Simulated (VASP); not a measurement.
# Tl3Cu (Pm-3m) in VASP: single point with PBE

Aim: the single point of Tl3Cu with PBE.

All numbers are computed with VASP 6.6.1; they aren't measurements. Logs are shortened: lines on timing, memory, paths and dates and some standing lists are left out, and cuts for length are marked.

## 1. The cell of the first run

Symmetry: Pm-3m, No. 221, cubic system. Conventional cell: a = 4.717 Å, b = 4.717 Å, c = 4.717 Å, α = 90.00°, β = 90.00°, γ = 90.00°. Within 4.4 Å of Tl (site symmetry 4/mmm) lie 8 Tl at 3.34 Å and 4 Cu at 3.34 Å. Cu (site symmetry m-3m) has 12 Tl at 3.34 Å within 4.4 Å.

## 2. Single point, PBE

The input, INCAR:

```
SYSTEM = Tl3Cu
ALGO     = Normal         ! electronic algorithm
EDIFF    = 1E-6           ! SCF threshold, eV
ENCUT    = 520            ! plane-wave cutoff, eV
GGA      = PE             ! functional
ISIF     = 2              ! what is computed and relaxed
ISMEAR   = -1             ! smearing method
LASPH    = .TRUE.         ! aspherical terms in the spheres
LCHARG   = .FALSE.        ! write CHGCAR
LREAL    = .FALSE.        ! projectors in reciprocal space
LWAVE    = .FALSE.        ! write WAVECAR
NBANDS   = 33             ! bands
NELM     = 100            ! most SCF steps
PREC     = Accurate       ! precision mode
SIGMA    = 0.1            ! smearing width, eV
```

The input, KPOINTS:

```
k-points
0
G
  5 5 5
  0 0 0
```

The input, POSCAR:

```
Tl3Cu
1.0
    4.7170000000      0.0000000000      0.0000000000
    0.0000000000      4.7170000000      0.0000000000
    0.0000000000      0.0000000000      4.7170000000
Tl Cu
3 1
Direct
    0.0000000000      0.5000000000      0.5000000000
    0.5000000000      0.0000000000      0.5000000000
    0.5000000000      0.5000000000      0.0000000000
    0.0000000000      0.0000000000      0.0000000000
```

Potentials or basis: VASP PAW PBE potentials, release 64 (Tl_d, Cu).

Command:

```console
$ cat potpaw_PBE.64/Tl_d/POTCAR potpaw_PBE.64/Cu/POTCAR > POTCAR
$ mpirun -np 1 vasp_std > vasp.out
```

OUTCAR:

```text
SYSTEM = Tl3Cu
   EDIFF = 1E-6
   ENCUT = 520
   GGA = PE
   ISIF = 2
   ISMEAR = -1
   LASPH = .TRUE.
   LREAL = .FALSE.
   NELM = 100
   PREC = Accurate

 ion  position               nearest neighbor table
   1  0.000  0.500  0.500-   2 3.34   3 3.34   4 3.34   3 3.34   4 3.34   2 3.34   4 3.34   4 3.34
                             2 3.34   3 3.34   3 3.34   2 3.34
   2  0.500  0.000  0.500-   1 3.34   3 3.34   4 3.34   3 3.34   4 3.34   1 3.34   3 3.34   3 3.34
                             1 3.34   4 3.34   4 3.34   1 3.34
   3  0.500  0.500  0.000-   1 3.34   2 3.34   4 3.34   1 3.34   2 3.34   2 3.34   4 3.34   2 3.34
                             1 3.34   4 3.34   1 3.34   4 3.34
   4  0.000  0.000  0.000-   1 3.34   2 3.34   3 3.34   1 3.34   2 3.34   1 3.34   3 3.34   1 3.34
                             2 3.34   3 3.34   2 3.34   3 3.34

  LATTYP: Found a simple cubic cell.
 ALAT       =     4.7170000000

  Lattice vectors:

 A1 = (   4.7170000000,   0.0000000000,   0.0000000000)
 A2 = (   0.0000000000,   4.7170000000,   0.0000000000)
 A3 = (   0.0000000000,   0.0000000000,   4.7170000000)

Analysis of symmetry for initial positions (statically):
=====================================================================
 Subroutine PRICEL returns:
 Original cell was already a primitive cell.

 Routine SETGRP: Setting up the symmetry group for a
 simple cubic supercell.

 Subroutine GETGRP returns: Found 48 space group operations
 (whereof 48 operations were pure point group operations)
 out of a pool of 48 trial point group operations.

The static configuration has the point symmetry O_h .

Analysis of symmetry for dynamics (positions and initial velocities):
=====================================================================
 Subroutine PRICEL returns:
 Original cell was already a primitive cell.

 Routine SETGRP: Setting up the symmetry group for a
 simple cubic supercell.

 Subroutine GETGRP returns: Found 48 space group operations
 (whereof 48 operations were pure point group operations)
 out of a pool of 48 trial point group operations.

The dynamic configuration has the point symmetry O_h .

 Subroutine INISYM returns: Found 48 space group operations
 (whereof 48 operations are pure point group operations),
 and found     1 'primitive' translations

----------------------------------------------------------------------------------------

                                     Primitive cell

  volume of cell :     104.9537

  direct lattice vectors                    reciprocal lattice vectors
     4.717000000  0.000000000  0.000000000     0.211999152  0.000000000  0.000000000
     0.000000000  4.717000000  0.000000000     0.000000000  0.211999152  0.000000000
     0.000000000  0.000000000  4.717000000     0.000000000  0.000000000  0.211999152

  length of vectors
     4.717000000  4.717000000  4.717000000     0.211999152  0.211999152  0.211999152

  position of ions in fractional coordinates (direct lattice)
     0.000000000  0.500000000  0.500000000
     0.500000000  0.000000000  0.500000000
     0.500000000  0.500000000  0.000000000
     0.000000000  0.000000000  0.000000000

  ion indices of the primitive-cell ions
   primitive index   ion index
                 1           1
                 2           2
                 3           3
                 4           4

----------------------------------------------------------------------------------------

 KPOINTS: k-points

Automatic generation of k-mesh.
 Grid dimensions read from file:
 generate k-points for:    5    5    5

 Generating k-lattice:

  Cartesian coordinates                     Fractional coordinates (reciprocal lattice)
     0.042399830  0.000000000  0.000000000     0.200000000  0.000000000  0.000000000
     0.000000000  0.042399830  0.000000000     0.000000000  0.200000000  0.000000000
     0.000000000  0.000000000  0.042399830     0.000000000  0.000000000  0.200000000

  Length of vectors
     0.042399830  0.042399830  0.042399830

  Shift w.r.t. Gamma in fractional coordinates (k-lattice)
     0.000000000  0.000000000  0.000000000

 Subroutine IBZKPT returns following result:
 ===========================================

 Found     10 irreducible k-points:

 Following reciprocal coordinates:
            Coordinates               Weight
  0.000000  0.000000  0.000000      1.000000
  0.200000  0.000000  0.000000      6.000000
  0.400000  0.000000  0.000000      6.000000
  0.200000  0.200000  0.000000     12.000000
  0.400000  0.200000  0.000000     24.000000
  0.400000  0.400000  0.000000     12.000000
  0.200000  0.200000  0.200000      8.000000
  0.400000  0.200000  0.200000     24.000000
  0.400000  0.400000  0.200000     24.000000
  0.400000  0.400000  0.400000      8.000000
   k-points           NKPTS =     10   k-points in BZ     NKDIM =     10   number of bands    NBANDS=     33
   number of dos      NEDOS =    301   number of ions     NIONS =      4
   total plane-waves  NPLWV =  46656
   dimension x,y,z NGX =    36 NGY =   36 NGZ =   36
   dimension x,y,z NGXF=    72 NGYF=   72 NGZF=   72
   ions per type =               3   1
   NGX,Y,Z   is equivalent  to a cutoff of  12.69, 12.69, 12.69 a.u.
   NGXF,Y,Z  is equivalent  to a cutoff of  25.38, 25.38, 25.38 a.u.
 SYSTEM =  Tl3Cu
   PREC   = accura    normal or accurate (medium, high low for compatibility)
   ISTART =      0    job   : 0-new  1-cont  2-samecut
   ICHARG =      2    charge: 1-file 2-atom 10-const
   ISPIN  =      1    spin polarized calculation?
   LNONCOLLINEAR =      F non collinear calculations
   LSORBIT =      F    spin-orbit coupling
   LASPH  =      T    aspherical Exc in radial PAW
   ENCUT  =  520.0 eV  38.22 Ry    6.18 a.u.   8.77  8.77  8.77*2*pi/ulx,y,z
   NELM   =    100;   NELMIN=  2; NELMDL= -5     # of ELM steps
   EDIFF  = 0.1E-05   stopping-criterion for ELM
   LREAL  =      F    real-space projection
   EDIFFG = 0.1E-04   stopping-criterion for IOM
   NSW    =      0    number of steps for IOM
   IBRION =     -1    ionic relax: 0-MD 1-quasi-New 2-CG
   NFREE  =      0    steps in history (QN), initial steepest desc. (CG)
   ISIF   =      2    stress and relaxation
   ISYM   =      2    0-nonsym 1-usesym 2-fastsym
   POTIM  = 0.5000    time-step for ionic-motion
   TEBEG  =    0.0;   TEEND  =   0.0 temperature during run
   PSTRESS=    0.0 pullay stress
   NELECT =      50.0000    total number of electrons
   NUPDOWN=      -1.0000    fix difference up-down
   EMIN   =  10.00;   EMAX   =-10.00  energy-range for DOS
   EFERMI =   0.00;   METHOD = LEGACY
   ISMEAR =    -1;   SIGMA  =   0.10  broadening in eV -4-tet -1-fermi 0-gaus
   EFERMI_NEDOS =   21; number of points for ismear=-14 and -15
   IALGO  =     38    algorithm
   IMIX   =      4    mixing-type and parameters
     AMIX     =   0.40;   BMIX     =  1.00
     AMIX_MAG =   1.60;   BMIX_MAG =  1.00
  volume/ion in A,a.u.               =      26.24       177.07
  Fermi-wavevector in a.u.,A,eV,Ry     =   1.278593  2.416190 22.242802  1.634800
  Thomas-Fermi vector in A             =   2.411127
   LORBIT       =      0    0 simple, 1 ext, 2 COOP (PROOUT), +10 PAW based schemes
   GGA     = PE    functional components
   LHFCALC =     F    Hartree Fock is set to
   AEXX    =    0.0000 exact exchange contribution
   IVDW    =     0    specifies the selected vdW correction
   LEPSILON=     F    determine dielectric tensor
   LRPA    =     F    only Hartree local field effects (RPA)
 non-spin polarized calculation
  energy-cutoff  :      520.00
  volume of cell :      104.95
 maximum number of plane-waves:      2854
 NGX is ok and might be reduce to    36
   NGX = 17   NGY = 17   NGZ = 17

 number of electron      50.0000017 magnetization

 Free energy of the ion-electron system (eV)
  ---------------------------------------------------
  ext. energy  EPLUGINS =         0.00000000
  ---------------------------------------------------
  free energy    TOTEN  =        -9.29584432 eV

  energy without entropy =       -9.25017962  energy(sigma->0) =       -9.27301197

 E-fermi :   6.0319     XC(G=0): -10.1779

 val. band max:        5.8273050538   @ k =   0.4000   0.0000   0.0000
 cond. band min:       6.1930975050   @ k =   0.4000   0.4000   0.2000
 fundamental gap:      0.3657924512
 Fermi energy:         6.0318716646

 k-point     1 :       0.0000    0.0000    0.0000
  band No.  band energies     occupation
      1      -6.0439      2.00000
      2      -5.9747      2.00000
      3      -5.9747      2.00000
      4      -5.9747      2.00000
      5      -5.6975      2.00000
      6      -5.6975      2.00000
[... 25 lines left out ...]
     32      11.3406      0.00000
     33      11.3406      0.00000

 k-point     2 :       0.2000    0.0000    0.0000
  band No.  band energies     occupation
      1      -5.9731      2.00000
      2      -5.9601      2.00000
      3      -5.8993      2.00000
      4      -5.8993      2.00000
      5      -5.6821      2.00000
      6      -5.6372      2.00000
[... 25 lines left out ...]
     32      11.5182      0.00000
     33      11.5182      0.00000

 k-point     3 :       0.4000    0.0000    0.0000
  band No.  band energies     occupation
      1      -5.9348      2.00000
      2      -5.8223      2.00000
      3      -5.6941      2.00000
      4      -5.6941      2.00000
      5      -5.6521      2.00000
      6      -5.5019      2.00000
[... 25 lines left out ...]
     32      12.5529      0.00000
     33      12.5529      0.00000

 k-point     4 :       0.2000    0.2000    0.0000
  band No.  band energies     occupation
      1      -5.9295      2.00000
      2      -5.9115      2.00000
      3      -5.8597      2.00000
      4      -5.8354      2.00000
      5      -5.6446      2.00000
      6      -5.5934      2.00000
[... 25 lines left out ...]
     32      10.7758      0.00000
     33      11.8713      0.00000

 k-point     5 :       0.4000    0.2000    0.0000
  band No.  band energies     occupation
      1      -5.8715      2.00000
      2      -5.8036      2.00000
      3      -5.6907      2.00000
      4      -5.6753      2.00000
      5      -5.6213      2.00000
      6      -5.4880      2.00000
[... 25 lines left out ...]
     32      11.3649      0.00000
     33      12.1048      0.00000

 k-point     6 :       0.4000    0.4000    0.0000
  band No.  band energies     occupation
      1      -5.7802      2.00000
      2      -5.7380      2.00000
      3      -5.6995      2.00000
      4      -5.5955      2.00000
      5      -5.5836      2.00000
      6      -5.5543      2.00000
[... 25 lines left out ...]
     32      11.3517      0.00000
     33      13.3018      0.00000

 k-point     7 :       0.2000    0.2000    0.2000
  band No.  band energies     occupation
      1      -5.9421      2.00000
      2      -5.8297      2.00000
      3      -5.8297      2.00000
      4      -5.7916      2.00000
      5      -5.5763      2.00000
      6      -5.5763      2.00000
[... 25 lines left out ...]
     32      12.1081      0.00000
     33      12.3076      0.00000

 k-point     8 :       0.4000    0.2000    0.2000
  band No.  band energies     occupation
      1      -5.8817      2.00000
      2      -5.7643      2.00000
      3      -5.7138      2.00000
      4      -5.6597      2.00000
      5      -5.6009      2.00000
      6      -5.5482      2.00000
[... 25 lines left out ...]
     32      11.7746      0.00000
     33      12.7328      0.00000

 k-point     9 :       0.4000    0.4000    0.2000
  band No.  band energies     occupation
      1      -5.8386      2.00000
      2      -5.7464      2.00000
      3      -5.7353      2.00000
      4      -5.6626      2.00000
      5      -5.6464      2.00000
      6      -5.5759      2.00000
[... 25 lines left out ...]
     32      13.5444      0.00000
     33      13.6813      0.00000

 k-point    10 :       0.4000    0.4000    0.4000
  band No.  band energies     occupation
      1      -5.8744      2.00000
      2      -5.8105      2.00000
      3      -5.8105      2.00000
      4      -5.7298      2.00000
      5      -5.6637      2.00000
      6      -5.6637      2.00000
[... 25 lines left out ...]
     32      14.7552      0.00000
     33      14.7563      0.00000

------------------------ aborting loop because EDIFF is reached ----------------------------------------

  FORCE on cell =-STRESS in cart. coord.  units (eV):
  Direction    XX          YY          ZZ          XY          YZ          ZX
  --------------------------------------------------------------------------------------
  -------------------------------------------------------------------------------------
  Total       -0.0390340     -0.0390340     -0.0390340      0.0000000      0.0000000      0.0000000
  in kB       -0.5958767     -0.5958767     -0.5958767      0.0000000      0.0000000      0.0000000
  external PRESSURE =      -0.5958767 kB  Pullay stress =       0.0000000 kB

 VOLUME and BASIS-vectors are now :
 -----------------------------------------------------------------------------
  energy-cutoff  :      520.00
  volume of cell :      104.95
      direct lattice vectors                 reciprocal lattice vectors
     4.717000000  0.000000000  0.000000000     0.211999152  0.000000000  0.000000000
     0.000000000  4.717000000  0.000000000     0.000000000  0.211999152  0.000000000
     0.000000000  0.000000000  4.717000000     0.000000000  0.000000000  0.211999152

 POSITION                                       TOTAL-FORCE (eV/Angst)
 -----------------------------------------------------------------------------------
      0.00000      2.35850      2.35850         0.000000      0.000000      0.000000
      2.35850      0.00000      2.35850         0.000000      0.000000      0.000000
      2.35850      2.35850      0.00000         0.000000      0.000000      0.000000
      0.00000      0.00000      0.00000         0.000000      0.000000      0.000000
 -----------------------------------------------------------------------------------
    total drift:                                0.000000      0.000000      0.000000

  FREE ENERGIE OF THE ION-ELECTRON SYSTEM (eV)
  ---------------------------------------------------
  free  energy   TOTEN  =        -9.2958443188 eV

  energy  without entropy=       -9.2501796207  energy(sigma->0) =       -9.27301197
```

Wall time 14 s (1 thread of Intel Xeon 6975P-C (Granite Rapids), shared host); peak memory 0.21 GiB.

Results:

* Free energy: -9.2958 eV
* Pressure: -0.1 GPa
* Band gap on the k mesh: zero (band 25 reaches 6.91 eV, above the bottom of band 26 at 4.54 eV)

Caveat: spin-orbit coupling is left out, which moves the levels of the heavy elements.
